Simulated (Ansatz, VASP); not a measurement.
**Bi2Se3: VASP beside Ansatz**

File INCAR:

```
SYSTEM = Bi2Se3
ALGO = Normal
EDIFF = 1E-8
ENCUT = 520
GGA = PE
ISIF = 2
ISMEAR = -1
LASPH = .TRUE.
LCHARG = .FALSE.
LEFG = .TRUE.
LREAL = .FALSE.
LWAVE = .FALSE.
NBANDS = 32
NELM = 100
PREC = Accurate
SIGMA = 0.03
```

Contents of KPOINTS:

```
k-points
0
G
  6 6 6
  0 0 0
```

POSCAR

```
Bi2Se3
1.0
    2.0435026311      1.1798167941      9.4163232398
   -2.0435026311      1.1798167941      9.4163232398
    0.0000000000     -2.3596335883      9.4163232398
Bi Se
2 3
Direct
    0.4008000000      0.4008000000      0.4008000000
    0.5992000000      0.5992000000      0.5992000000
    0.0000000000      0.0000000000      0.0000000000
    0.2117000000      0.2117000000      0.2117000000
    0.7883000000      0.7883000000      0.7883000000
```

Input for Ansatz:

```yaml
crystal:
  lattice:
    - [2.0435026311, 1.1798167941, 9.4163232398]
    - [-2.0435026311, 1.1798167941, 9.4163232398]
    - [0.0, -2.3596335883, 9.4163232398]
  atoms:
    - { symbol: Bi, position: [0.4008, 0.4008, 0.4008] }
    - { symbol: Bi, position: [0.5992, 0.5992, 0.5992] }
    - { symbol: Se, position: [0.0, 0.0, 0.0] }
    - { symbol: Se, position: [0.2117, 0.2117, 0.2117] }
    - { symbol: Se, position: [0.7883, 0.7883, 0.7883] }
kpoints:
  mp_grid: { grid: [6, 6, 6] }
scf:
  occupations: { method: fermi_dirac, width: 0.03 }
hamiltonian:
  xc: pbe
  pseudopotentials: { kind: paw }
output:
  forces: true
  stress: true
  eigenvalues: true
  efg: { contact_densities: true }
```

Change from the starting cell: volume scaled by 0.96, PAW files.

Alike in both runs: task electric field gradients; functional PBE; k mesh 6 × 6 × 6; occupations fermi-dirac, width 0.03 eV; no spin polarisation.

```csv
,VASP,Ansatz
version,VASP 6.6.1,Ansatz 0.2.0
potentials or method,"VASP PAW PBE potentials, release 64 (Bi_d, Se)","PAW with Ansatz's default frozen-core files, scalar-relativistic"
plane-wave cutoff (eV),520,420
valence electrons in the cell,48,78
```

Ansatz gave:

```
pressure (GPa)                                       : 5.5
rms of the force components (eV/Å)                   : 0.220
size of Vzz on the site where it differs most (V/Å²) : 1.3
```

Task: Which values does VASP return?

Result: Pressure (GPa): 5.6; rms of the force components (eV/Å): 0.226; size of Vzz on the site where it differs most (V/Å²): 5.0.

Atom by atom the forces differ by 0.007 eV/Å (rms over components). With one functional, cell and mesh, what is left measures potentials, basis and numerics. VASP's potentials hold 48 valence electrons a cell and Ansatz's 78, so a difference there can come from the potentials and not from the codes.

Spin-orbit coupling is off throughout.
